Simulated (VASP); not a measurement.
# Na16Cu (a cell with a defect) in VASP: notebook

Na16Cu (a cell with a defect) is run at these levels: PBE; tasks: single point.

All numbers are computed with VASP 6.6.1; they aren't measurements. Logs are shortened: lines on timing, memory, paths and dates and some standing lists are left out, and cuts for length are marked.

### Step 1. The cell of the first run

The cell holds a defect, 17 atoms: a = 8.460 Å, b = 8.460 Å, c = 8.460 Å, α = 90.00°, β = 90.00°, γ = 90.00°.

### Step 2. Single point, PBE

Contents of INCAR:

```
PREC     = Accurate       # precision mode
ENCUT    = 520            # plane-wave cutoff, eV
EDIFF    = 1E-6           # SCF threshold, eV
ISMEAR   = 0              # smearing method
SIGMA    = 0.15           # smearing width, eV
LREAL    = Auto         
LASPH    = T              # aspherical terms in the spheres
NELM     = 60             # most SCF steps
ALGO     = Normal         # electronic algorithm
ISIF     = 2              # what is computed and relaxed
LWAVE    = F              # write WAVECAR
LCHARG   = F              # write CHGCAR
GGA      = PE             # functional
NBANDS   = 76             # bands
```

Contents of KPOINTS:

```
regular mesh
0
Gamma
  2 2 2
```

Contents of POSCAR:

```
Na16Cu
1.0
    8.4600000000      0.0000000000      0.0000000000
    0.0000000000      8.4600000000      0.0000000000
    0.0000000000      0.0000000000      8.4600000000
Na Cu
16 1
Direct
    0.0087211584      0.0000708038      0.0519904255
    0.4475676123      0.0003254137     -0.0401542553
   -0.0188380615      0.5001791962      0.0227076832
    0.0081172577      0.0000443262      0.4468776596
    0.2695778960      0.2727687943      0.2498994090
    0.5374609929      0.5004320331     -0.0242911348
    0.4475158392      0.0003178487      0.5395445626
    0.7137885343      0.2259491726      0.2494768322
   -0.0186678487      0.5001765957      0.4770192671
    0.2697900709      0.7274387707      0.2498737589
    0.2428758865      0.3031459811      0.7498565012
    0.5373021277      0.5004268322      0.5239628842
    0.7136679669      0.7744424350      0.2494481087
    0.8036778960      0.2103813239      0.7496711584
    0.2424352246      0.6978351064      0.7498561466
    0.8035778960      0.7901581560      0.7496852246
    0.1257721040      0.0006237589      0.7492823877
```

Potentials or basis: VASP PAW PBE potentials, release 64 (Na_pv, Cu).

Command:

```sh
> cat potpaw_PBE.64/Na_pv/POTCAR potpaw_PBE.64/Cu/POTCAR > POTCAR
> mpirun -np 1 vasp_std > vasp.out
```

OUTCAR:

```text
PREC = Accurate
   ENCUT = 520
   EDIFF = 1E-6
   ISMEAR = 0
   LREAL = Auto
   LASPH = T
   NELM = 60
   ISIF = 2
   GGA = PE

 ion  position               nearest neighbor table
   1  0.009  0.000  0.052-  17 2.75
   2  0.448  0.000  0.960-
   3  0.981  0.500  0.023-
   4  0.008  0.000  0.447-  17 2.75
   5  0.270  0.273  0.250-
   6  0.537  0.500  0.976-
   7  0.448  0.000  0.540-
   8  0.714  0.226  0.249-
   9  0.981  0.500  0.477-
  10  0.270  0.727  0.250-
  11  0.243  0.303  0.750-  17 2.74
  12  0.537  0.500  0.524-
  13  0.714  0.774  0.249-
  14  0.804  0.210  0.750-
  15  0.242  0.698  0.750-  17 2.75
  16  0.804  0.790  0.750-
  17  0.126  0.001  0.749-  11 2.74  15 2.75   4 2.75   1 2.75

  LATTYP: Found a simple cubic cell.
 ALAT       =     8.4600000000

  Lattice vectors:

 A1 = (   8.4600000000,   0.0000000000,   0.0000000000)
 A2 = (   0.0000000000,   8.4600000000,   0.0000000000)
 A3 = (   0.0000000000,   0.0000000000,   8.4600000000)

Analysis of symmetry for initial positions (statically):
=====================================================================
 Subroutine PRICEL returns:
 Original cell was already a primitive cell.

 Routine SETGRP: Setting up the symmetry group for a
 simple cubic supercell.

 Subroutine GETGRP returns: Found  1 space group operations
 (whereof  1 operations were pure point group operations)
 out of a pool of 48 trial point group operations.

The static configuration has the point symmetry C_1 .

Analysis of symmetry for dynamics (positions and initial velocities):
=====================================================================
 Subroutine PRICEL returns:
 Original cell was already a primitive cell.

 Routine SETGRP: Setting up the symmetry group for a
 simple cubic supercell.

 Subroutine GETGRP returns: Found  1 space group operations
 (whereof  1 operations were pure point group operations)
 out of a pool of 48 trial point group operations.

The dynamic configuration has the point symmetry C_1 .

 Subroutine INISYM returns: Found  1 space group operations
 (whereof  1 operations are pure point group operations),
 and found     1 'primitive' translations

----------------------------------------------------------------------------------------

                                     Primitive cell

  volume of cell :     605.4957

  direct lattice vectors                    reciprocal lattice vectors
     8.460000000  0.000000000  0.000000000     0.118203310  0.000000000  0.000000000
     0.000000000  8.460000000  0.000000000     0.000000000  0.118203310  0.000000000
     0.000000000  0.000000000  8.460000000     0.000000000  0.000000000  0.118203310

  length of vectors
     8.460000000  8.460000000  8.460000000     0.118203310  0.118203310  0.118203310

  position of ions in fractional coordinates (direct lattice)
     0.008721158  0.000070804  0.051990426
     0.447567612  0.000325414  0.959845745
     0.981161939  0.500179196  0.022707683
     0.008117258  0.000044326  0.446877660
     0.269577896  0.272768794  0.249899409
     0.537460993  0.500432033  0.975708865
[... 9 lines left out ...]
     0.803577896  0.790158156  0.749685225
     0.125772104  0.000623759  0.749282388

  ion indices of the primitive-cell ions
   primitive index   ion index
                 1           1
                 2           2
                 3           3
                 4           4
                 5           5
                 6           6
[... 9 lines left out ...]
                16          16
                17          17

----------------------------------------------------------------------------------------

 KPOINTS: regular mesh

Automatic generation of k-mesh.
 Grid dimensions read from file:
 generate k-points for:    2    2    2

 Generating k-lattice:

  Cartesian coordinates                     Fractional coordinates (reciprocal lattice)
     0.059101655  0.000000000  0.000000000     0.500000000  0.000000000  0.000000000
     0.000000000  0.059101655  0.000000000     0.000000000  0.500000000  0.000000000
     0.000000000  0.000000000  0.059101655     0.000000000  0.000000000  0.500000000

  Length of vectors
     0.059101655  0.059101655  0.059101655

  Shift w.r.t. Gamma in fractional coordinates (k-lattice)
     0.000000000  0.000000000  0.000000000

 Subroutine IBZKPT returns following result:
 ===========================================

 Found      8 irreducible k-points:

 Following reciprocal coordinates:
            Coordinates               Weight
  0.000000  0.000000  0.000000      1.000000
  0.500000  0.000000  0.000000      1.000000
  0.000000  0.500000  0.000000      1.000000
  0.000000  0.000000  0.500000      1.000000
  0.500000  0.500000  0.000000      1.000000
  0.000000  0.500000  0.500000      1.000000
  0.500000  0.000000  0.500000      1.000000
  0.500000  0.500000  0.500000      1.000000
   k-points           NKPTS =      8   k-points in BZ     NKDIM =      8   number of bands    NBANDS=     76
   number of dos      NEDOS =    301   number of ions     NIONS =     17
   total plane-waves  NPLWV = 262144
   dimension x,y,z NGX =    64 NGY =   64 NGZ =   64
   dimension x,y,z NGXF=   128 NGYF=  128 NGZF=  128
   ions per type =              16   1
   NGX,Y,Z   is equivalent  to a cutoff of  12.58, 12.58, 12.58 a.u.
   NGXF,Y,Z  is equivalent  to a cutoff of  25.15, 25.15, 25.15 a.u.
 SYSTEM =  unknown system
   PREC   = accura    normal or accurate (medium, high low for compatibility)
   ISTART =      0    job   : 0-new  1-cont  2-samecut
   ICHARG =      2    charge: 1-file 2-atom 10-const
   ISPIN  =      1    spin polarized calculation?
   LNONCOLLINEAR =      F non collinear calculations
   LSORBIT =      F    spin-orbit coupling
   LASPH  =      T    aspherical Exc in radial PAW
   ENCUT  =  520.0 eV  38.22 Ry    6.18 a.u.  15.73 15.73 15.73*2*pi/ulx,y,z
   NELM   =     60;   NELMIN=  2; NELMDL= -5     # of ELM steps
   EDIFF  = 0.1E-05   stopping-criterion for ELM
   LREAL  =      T    real-space projection
   EDIFFG = 0.1E-04   stopping-criterion for IOM
   NSW    =      0    number of steps for IOM
   IBRION =     -1    ionic relax: 0-MD 1-quasi-New 2-CG
   NFREE  =      0    steps in history (QN), initial steepest desc. (CG)
   ISIF   =      2    stress and relaxation
   ISYM   =      2    0-nonsym 1-usesym 2-fastsym
   POTIM  = 0.5000    time-step for ionic-motion
   TEBEG  =    0.0;   TEEND  =   0.0 temperature during run
   PSTRESS=    0.0 pullay stress
   NELECT =     123.0000    total number of electrons
   NUPDOWN=      -1.0000    fix difference up-down
   EMIN   =  10.00;   EMAX   =-10.00  energy-range for DOS
   EFERMI =   0.00;   METHOD = LEGACY
   ISMEAR =     0;   SIGMA  =   0.15  broadening in eV -4-tet -1-fermi 0-gaus
   EFERMI_NEDOS =   21; number of points for ismear=-14 and -15
   IALGO  =     38    algorithm
   IMIX   =      4    mixing-type and parameters
     AMIX     =   0.40;   BMIX     =  1.00
     AMIX_MAG =   1.60;   BMIX_MAG =  1.00
  volume/ion in A,a.u.               =      35.62       240.36
  Fermi-wavevector in a.u.,A,eV,Ry     =   0.962364  1.818605 12.600968  0.926145
  Thomas-Fermi vector in A             =   2.091817
   LORBIT       =      0    0 simple, 1 ext, 2 COOP (PROOUT), +10 PAW based schemes
   GGA     = PE    functional components
   LHFCALC =     F    Hartree Fock is set to
   AEXX    =    0.0000 exact exchange contribution
   IVDW    =     0    specifies the selected vdW correction
   LEPSILON=     F    determine dielectric tensor
   LRPA    =     F    only Hartree local field effects (RPA)
 non-spin polarized calculation
 Gauss-broadening in eV      SIGMA  =   0.15
  energy-cutoff  :      520.00
  volume of cell :      605.50
 maximum number of plane-waves:     16384
 NGX is ok and might be reduce to    64
   NGX = 31   NGY = 31   NGZ = 31

 number of electron     123.0000014 magnetization

 Free energy of the ion-electron system (eV)
  ---------------------------------------------------
  ext. energy  EPLUGINS =         0.00000000
  ---------------------------------------------------
  free energy    TOTEN  =       -23.64521265 eV

  energy without entropy =      -23.49138620  energy(sigma->0) =      -23.56829942

 E-fermi :   0.2641     XC(G=0):  -6.6210

 val. band max:        0.2284878426   @ k =   0.5000   0.5000   0.0000
 cond. band min:       0.2742591179   @ k =   0.5000   0.5000   0.0000
 fundamental gap:      0.0457712753
 Fermi energy:         0.2641384082

 k-point     1 :       0.0000    0.0000    0.0000
  band No.  band energies     occupation
      1     -24.6244      2.00000
      2     -24.6164      2.00000
      3     -24.6162      2.00000
      4     -24.6140      2.00000
      5     -24.6096      2.00000
      6     -24.6075      2.00000
[... 65 lines left out ...]
     72       1.6684      0.00000
     73       2.8294      0.00000

 k-point     2 :       0.5000    0.0000    0.0000
  band No.  band energies     occupation
      1     -24.6244      2.00000
      2     -24.6163      2.00000
      3     -24.6161      2.00000
      4     -24.6139      2.00000
      5     -24.6095      2.00000
      6     -24.6075      2.00000
[... 65 lines left out ...]
     72       2.1470      0.00000
     73       2.1474      0.00000

 k-point     3 :       0.0000    0.5000    0.0000
  band No.  band energies     occupation
      1     -24.6222      2.00000
      2     -24.6190      2.00000
      3     -24.6161      2.00000
      4     -24.6143      2.00000
      5     -24.6093      2.00000
      6     -24.6072      2.00000
[... 65 lines left out ...]
     72       2.1147      0.00000
     73       2.1489      0.00000

 k-point     4 :       0.0000    0.0000    0.5000
  band No.  band energies     occupation
      1     -24.6220      2.00000
      2     -24.6193      2.00000
      3     -24.6159      2.00000
      4     -24.6144      2.00000
      5     -24.6091      2.00000
      6     -24.6079      2.00000
[... 65 lines left out ...]
     72       2.1140      0.00000
     73       2.1489      0.00000

 k-point     5 :       0.5000    0.5000    0.0000
  band No.  band energies     occupation
      1     -24.6222      2.00000
      2     -24.6190      2.00000
      3     -24.6160      2.00000
      4     -24.6143      2.00000
      5     -24.6092      2.00000
      6     -24.6071      2.00000
[... 65 lines left out ...]
     72       2.6170      0.00000
     73       2.7071      0.00000

 k-point     6 :       0.0000    0.5000    0.5000
  band No.  band energies     occupation
      1     -24.6192      2.00000
      2     -24.6191      2.00000
      3     -24.6188      2.00000
      4     -24.6147      2.00000
      5     -24.6088      2.00000
      6     -24.6079      2.00000
[... 65 lines left out ...]
     72       2.5562      0.00000
     73       2.7279      0.00000

 k-point     7 :       0.5000    0.0000    0.5000
  band No.  band energies     occupation
      1     -24.6220      2.00000
      2     -24.6193      2.00000
      3     -24.6158      2.00000
      4     -24.6143      2.00000
      5     -24.6090      2.00000
      6     -24.6077      2.00000
[... 65 lines left out ...]
     72       2.6169      0.00000
     73       2.7069      0.00000

 k-point     8 :       0.5000    0.5000    0.5000
  band No.  band energies     occupation
      1     -24.6191      2.00000
      2     -24.6190      2.00000
      3     -24.6187      2.00000
      4     -24.6147      2.00000
      5     -24.6086      2.00000
      6     -24.6077      2.00000
[... 65 lines left out ...]
     72       2.6858      0.00000
     73       2.7019      0.00000
 [bands above 73 left out]

------------------------ aborting loop because EDIFF is reached ----------------------------------------

  FORCE on cell =-STRESS in cart. coord.  units (eV):
  Direction    XX          YY          ZZ          XY          YZ          ZX
  --------------------------------------------------------------------------------------
  -------------------------------------------------------------------------------------
  Total       -0.3806682      0.9497593      0.9403477      0.0057897     -0.0000892      0.0061337
  in kB       -1.0072704      2.5131189      2.4882153      0.0153199     -0.0002360      0.0162301
  external PRESSURE =       1.3313546 kB  Pullay stress =       0.0000000 kB

 VOLUME and BASIS-vectors are now :
 -----------------------------------------------------------------------------
  energy-cutoff  :      520.00
  volume of cell :      605.50
      direct lattice vectors                 reciprocal lattice vectors
     8.460000000  0.000000000  0.000000000     0.118203310  0.000000000  0.000000000
     0.000000000  8.460000000  0.000000000     0.000000000  0.118203310  0.000000000
     0.000000000  0.000000000  8.460000000     0.000000000  0.000000000  0.118203310

 POSITION                                       TOTAL-FORCE (eV/Angst)
 -----------------------------------------------------------------------------------
      0.07378      0.00060      0.43984         0.001713     -0.000079     -0.000458
      3.78642      0.00275      8.12030         0.005859     -0.000145     -0.001502
      8.30063      4.23152      0.19211         0.005104      0.000069      0.001152
      0.06867      0.00037      3.78059         0.002299     -0.000103      0.001225
      2.28063      2.30762      2.11415        -0.003215      0.003074     -0.000319
      4.54692      4.23366      8.25450        -0.002001     -0.000582     -0.004255
[... 9 lines left out ...]
      6.79827      6.68474      6.34234        -0.005528      0.000857      0.000025
      1.06403      0.00528      6.33893        -0.002156     -0.001589      0.001382
 -----------------------------------------------------------------------------------
    total drift:                               -0.001458     -0.000427      0.000125

  FREE ENERGIE OF THE ION-ELECTRON SYSTEM (eV)
  ---------------------------------------------------
  free  energy   TOTEN  =       -23.6452126499 eV

  energy  without entropy=      -23.4913861966  energy(sigma->0) =      -23.56829942
```

It took 6.3 min on 1 thread of Intel Xeon Platinum 8559C (Emerald Rapids), shared host; peak memory 0.65 GiB.

What came out:

| Quantity | Value |
| --- | --- |
| Free energy | -23.6452 eV |
| Pressure | 0.1 GPa |
| Largest force | 0.006 eV/Å |
| Band gap on the k mesh | zero (an odd number of electrons rules out a gap without spin polarisation) |

Forces on the atoms (eV/Å):
```
Na   0.002  0.000  0.000
Na   0.006  0.000 -0.002
Na   0.005  0.000  0.001
Na   0.002  0.000  0.001
Na  -0.003  0.003  0.000
Na  -0.002 -0.001 -0.004
Na   0.006  0.000  0.001
Na   0.000 -0.003  0.000
Na   0.003  0.000 -0.002
Na  -0.004 -0.002  0.000
Na  -0.002 -0.001  0.000
Na   0.000  0.000  0.002
Na   0.001  0.004  0.001
Na  -0.006  0.000  0.000
Na  -0.001  0.001  0.000
Na  -0.006  0.001  0.000
Cu  -0.002 -0.002  0.001
```

Levels at points of the mesh, in eV from the Fermi level:
| k point | band 56 | band 57 | band 58 | band 59 | band 60 | band 61 | band 62 | band 63 | band 64 | band 65 |
| --- | --- | --- | --- | --- | --- | --- | --- | --- | --- | --- |
| (0.00, 0.00, 0.00) | -1.08 | -0.98 | -0.98 | -0.94 | -0.86 | 0.22 | 0.70 | 0.87 | 0.87 | 0.96 |
| (0.50, 0.00, 0.00) | -1.45 | -0.54 | -0.54 | -0.53 | -0.48 | -0.44 | -0.36 | -0.36 | 0.91 | 1.23 |
| (0.00, 0.50, 0.00) | -1.41 | -0.60 | -0.57 | -0.51 | -0.44 | -0.40 | -0.39 | -0.34 | 1.04 | 1.28 |
| (0.00, 0.00, 0.50) | -1.41 | -0.60 | -0.57 | -0.51 | -0.44 | -0.40 | -0.39 | -0.34 | 1.04 | 1.28 |
| (0.50, 0.50, 0.00) | -1.99 | -1.92 | -0.74 | -0.13 | -0.04 | 0.01 | 0.06 | 0.08 | 0.15 | 0.21 |
| (0.00, 0.50, 0.50) | -2.04 | -1.93 | -0.54 | -0.20 | 0.03 | 0.03 | 0.05 | 0.06 | 0.09 | 0.09 |
| (0.50, 0.00, 0.50) | -1.99 | -1.92 | -0.74 | -0.13 | -0.04 | 0.01 | 0.05 | 0.08 | 0.15 | 0.21 |
| (0.50, 0.50, 0.50) | -1.58 | -1.53 | -1.47 | -1.45 | -1.41 | -1.41 | 1.45 | 1.77 | 1.83 | 1.83 |

Caveat: the k points lie up to 0.37 Å⁻¹ apart, too coarse for converged energies and pressures of a metal.

[end of part 1 of 2]

The gap in the log of VASP goes by the Fermi energy; the results here count the filled bands.